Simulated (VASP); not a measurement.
Write the native input for VASP 6.6.1 that does the following.

* Task: single point
* Functional: PBE
* Potentials or basis: VASP PAW PBE potentials, release 64 (Li_sv, Nb_sv, O)
* Cutoff: 520 eV
* k mesh: 6 × 6 × 6
* Occupations: gaussian, width 0.05 eV
* Spin: no spin polarisation
* Dipole correction: no
* Further INCAR settings: ALGO = Normal; EDIFF = 1e-07; NBANDS = 45

The structure of LiNbO3 lies in POSCAR:

```
LiNbO3
1.0
    2.5664202359      1.4817234141      5.0060593121
   -2.5664202359      1.4817234141      5.0060593121
    0.0000000000     -2.9634468281      5.0060593122
Li Nb O
2 2 6
Direct
    0.2815913687      0.2815913687      0.2815913687
    0.7815913687      0.7815913687      0.7815913687
    0.0004900497      0.0004900497      0.0004900497
    0.5004900497      0.5004900497      0.5004900497
    0.1104619503      0.3580262714      0.7211003599
    0.7211003599      0.1104619503      0.3580262714
    0.3580262714      0.7211003599      0.1104619503
    0.2211003599      0.8580262714      0.6104619503
    0.8580262714      0.6104619503      0.2211003599
    0.6104619503      0.2211003599      0.8580262714
```

One way to write it, as run:

INCAR

```
SYSTEM = LiNbO3
PREC = Accurate
ENCUT = 520
EDIFF = 1E-7
ISMEAR = 0
SIGMA = 0.05
LREAL = .False.
LASPH = .True.
NELM = 60
ALGO = Normal
ISIF = 2
LWAVE = .False.
LCHARG = .False.
GGA = PE
NBANDS = 45
```

KPOINTS

```
Automatic mesh
0
Gamma
  6 6 6
  0 0 0
```

Potentials or basis: VASP PAW PBE potentials, release 64 (Li_sv, Nb_sv, O).

Command:

```bash
$ cat potpaw_PBE.64/Li_sv/POTCAR potpaw_PBE.64/Nb_sv/POTCAR potpaw_PBE.64/O/POTCAR > POTCAR
$ mpirun -np 1 vasp_std > vasp.out
```

It gave:

```json
{
 "Largest force": "0.542 eV/Å",
 "Band gap on the k mesh": "3.29 eV (least direct gap 3.30 eV)"
}
```

Run time: 9.7 min on 1 thread of Intel Xeon 8259CL, with other jobs on the host, peak memory 0.38 GiB.
